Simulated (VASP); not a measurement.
Set up this calculation in VASP 6.6.1, as the native input.

```yaml
Task: relaxation of shape and atoms at fixed volume
Functional: LDA
Potentials_or_basis: VASP PAW LDA potentials, release 64 (Si)
Cutoff: 600 eV
k_mesh: 10 × 10 × 6
Occupations: gaussian, width 0.01 eV
Spin: no spin polarisation
Dipole_correction: no
Further_INCAR_settings: ALGO = Normal; EDIFF = 1e-06; IBRION = 2; EDIFFG = -0.01; NSW = 50; ISIF = 4
```

The structure of Si lies in POSCAR:

```
Si
1.0
    6.6096472111     -1.8504681750      0.0124956857
    6.6096472111      1.8504681750      0.0124956857
   -0.7026027845      0.0000000000      6.0825973620
Si
8
Direct
    0.0536831914      0.0536831914      0.8704686928
    0.9463168086      0.9463168086      0.1295313072
    0.5581325161      0.5581325161      0.6524777620
    0.4418674839      0.4418674839      0.3475222380
    0.2112236148      0.2112236148      0.0571856830
    0.7887763852      0.7887763852      0.9428143170
    0.7272975587      0.7272975587      0.5860385264
    0.2727024413      0.2727024413      0.4139614736
```

The input as run:

INCAR

```
  PREC = Accurate
  ENCUT = 600
  EDIFF = 1E-6
  ISMEAR = 0
  SIGMA = 0.01
  LREAL = F
  LASPH = T
  NELM = 80
  ALGO = Normal
  ISIF = 4
  LWAVE = F
  LCHARG = F
  GGA = CA
  IBRION = 2
  NSW = 50
  EDIFFG = -0.01
```

KPOINTS

```
Automatic mesh
0
Gamma
  10 10 6
```

Potentials or basis: VASP PAW LDA potentials, release 64 (Si).

The run is started by

```console
$ cat potpaw_LDA.64/Si/POTCAR > POTCAR
$ mpirun -np 1 vasp_std > vasp.out
```

Results of the run:

| Quantity | Value |
| --- | --- |
| Energy gained by relaxing | 0.6 meV/atom |
| Ionic steps | 14 |
| Pressure after relaxing | 10.0 GPa |
| Largest force after relaxing | 0.007 eV/Å |
| Band gap on the k mesh | zero (bands 16 and 17 overlap by 0.03 eV) |

Caveat: semilocal functionals underestimate gaps, and a narrow one can read as zero.

Run time: 61 min on 1 thread of Intel(R) Xeon(R) Platinum 8559C (Emerald Rapids), with other jobs on the host, peak memory 0.64 GiB.
